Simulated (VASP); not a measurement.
A run of VASP 6.6.1 is set up as follows.

INCAR

```
PREC = Accurate ; ENCUT = 520
EDIFF = 1E-6 ; ISMEAR = 0
SIGMA = 0.01 ; LREAL = False
LASPH = True ; NELM = 100
ALGO = Normal ; ISIF = 2
LWAVE = False ; LCHARG = False
GGA = PE ; NBANDS = 30
```

KPOINTS

```
regular mesh
0
Gamma
  3 3 3
```

The input POSCAR:

```
CsSnI3
1.0
    6.2057000000      0.0000000000      0.0000000000
    0.0000000000      6.2057000000      0.0000000000
    0.0000000000      0.0000000000      6.2057000000
Cs Sn I
1 1 3
Direct
    0.0000000000      0.0000000000      0.0000000000
    0.5000000000      0.5000000000      0.5000000000
    0.0000000000      0.5000000000      0.5000000000
    0.5000000000      0.0000000000      0.5000000000
    0.5000000000      0.5000000000      0.0000000000
```

Potentials or basis: VASP PAW PBE potentials, release 64 (Cs_sv, Sn_d, I).

Run with:

```console
$ cat potpaw_PBE.64/Cs_sv/POTCAR potpaw_PBE.64/Sn_d/POTCAR potpaw_PBE.64/I/POTCAR > POTCAR
$ mpirun -np 1 vasp_std > vasp.out
```

(1) What does it give for the band gap on the k mesh?

(2) Predict the pressure.

Results:

(1) 3.08 eV, direct.

(2) 0.3 GPa.

Caveat: spin-orbit coupling is left out, which moves the levels of the heavy elements.
